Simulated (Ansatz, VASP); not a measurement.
TaAl5: VASP beside Ansatz

```
Ta Al
1.0
     5.17010    0.00000    0.00000
    -2.58505    4.47744    0.00000
     0.00000    0.00000    4.74044
Ta Al
1 5
Direct
  0.00000 0.00000 0.00000
  0.31303 0.00000 0.50000
  0.68697 0.68697 0.50000
  0.00000 0.31303 0.50000
  0.33333 0.66667 0.00000
  0.66667 0.33333 0.00000
```

Change from the starting cell: species swapped into the Mg5Pd type (P-62m, No. 189).

Alike in both runs: task single point; functional PBE; k mesh 6 × 6 × 4; occupations gaussian, width 0.1 eV; no spin polarisation.

|  | VASP | Ansatz |
| --- | --- | --- |
| version | VASP 6.6.1 | Ansatz 0.2.0 |
| potentials or method | VASP PAW PBE potentials, release 64 (Ta_pv, Al), cutoff 520 eV | scalar-relativistic, plane waves, PAW |
| valence electrons in the cell | 26 | 28 |

```csv
,VASP,Ansatz,Ansatz less VASP
gap on the k mesh at the Fermi level (eV),none,none,-
pressure (GPa),-8.0,-8.0,+0.02
"traceless stress, the component that is largest in VASP (GPa)",-0.64,-0.64,-0.004
rms of the force components (eV/Å),0.085,0.084,-0.0008
```

Atom by atom the forces differ by 0.001 eV/Å (rms over components). A gap of «none» marks a metal or a gap that the smearing closes. The functional is the same, so the differences come from potentials, cutoffs and numerics. VASP's potentials hold 26 valence electrons a cell and Ansatz's 28, so a difference there can come from the potentials and not from the codes.

Neither program's run includes spin-orbit coupling.
